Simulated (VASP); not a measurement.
Write the native input for VASP 6.6.1 that does the following.

```yaml
Task: single point
Functional: r2SCAN
Potentials_or_basis: VASP PAW PBE potentials, release 64 (Mo_sv)
Cutoff: 520 eV
k_mesh: 3 × 3 × 3
Occupations: gaussian, width 0.1 eV
Spin: no spin polarisation
Dipole_correction: no
Further_INCAR_settings: ALGO = Normal; EDIFF = 1e-06; NBANDS = 96
```

The system is Mo.

```
Mo
1.0
     3.25090    1.87691    5.54409
    -3.25090    1.87691    5.54409
     0.00000   -3.75382    5.54409
Mo
12
Direct
  0.01019 0.65361 0.01019
  0.01019 0.01019 0.65361
  0.65361 0.01019 0.01019
  0.98981 0.34639 0.98981
  0.34639 0.98981 0.98981
  0.98981 0.98981 0.34639
  0.22118 0.63060 0.22118
  0.22118 0.22118 0.63060
  0.63060 0.22118 0.22118
  0.77882 0.36940 0.77882
  0.36940 0.77882 0.77882
  0.77882 0.77882 0.36940
```

These files were run (other wordings do the same):

POSCAR

```
Mo
1.0
    3.2508997160      1.8769078261      5.5440914038
   -3.2508997160      1.8769078261      5.5440914038
    0.0000000000     -3.7538156522      5.5440914038
Mo
12
Direct
    0.0101900000      0.6536100000      0.0101900000
    0.0101900000      0.0101900000      0.6536100000
    0.6536100000      0.0101900000      0.0101900000
    0.9898100000      0.3463900000      0.9898100000
    0.3463900000      0.9898100000      0.9898100000
    0.9898100000      0.9898100000      0.3463900000
    0.2211800000      0.6306000000      0.2211800000
    0.2211800000      0.2211800000      0.6306000000
    0.6306000000      0.2211800000      0.2211800000
    0.7788200000      0.3694000000      0.7788200000
    0.3694000000      0.7788200000      0.7788200000
    0.7788200000      0.7788200000      0.3694000000
```

INCAR.step1

```
ALGO = Normal ; EDIFF = 1E-4
ENCUT = 520 ; GGA = PE
ISMEAR = 0 ; LASPH = T
LCHARG = F ; LREAL = F
LWAVE = T ; NBANDS = 96
NELM = 60 ; PREC = Accurate
SIGMA = 0.1
```

INCAR.step2

```
ALGO = Normal ; EDIFF = 1E-6
ENCUT = 520 ; ISIF = 2
ISMEAR = 0 ; ISTART = 1
LASPH = T ; LCHARG = F
LMIXTAU = T ; LREAL = F
LWAVE = F ; METAGGA = R2SCAN
NBANDS = 96 ; NELM = 60
PREC = Accurate ; SIGMA = 0.1
```

KPOINTS

```
k-points
0
Gamma
  3 3 3
```

Potentials or basis: VASP PAW PBE potentials, release 64 (Mo_sv).

Launch:

```sh
$ cat potpaw_PBE.64/Mo_sv/POTCAR > POTCAR
$ cp INCAR.step1 INCAR
$ mpirun -np 1 vasp_std > vasp.out
$ cp INCAR.step2 INCAR
$ mpirun -np 1 vasp_std > vasp.out
```

Results of the run:

| Property | Result |
| --- | --- |
| Pressure | 69.8 GPa |
| Largest force | 6.734 eV/Å |
| Band gap on the k mesh | zero (bands 84 and 85 overlap by 0.06 eV) |

Caveat: the k points lie up to 0.39 Å⁻¹ apart; the PAW data sets were made with another functional, which shifts forces and pressure a little.

Run time: 8.2 min on 1 thread of AMD EPYC 9R45 96-Core Processor (Zen 5), with other jobs on the host, peak memory 0.38 GiB.
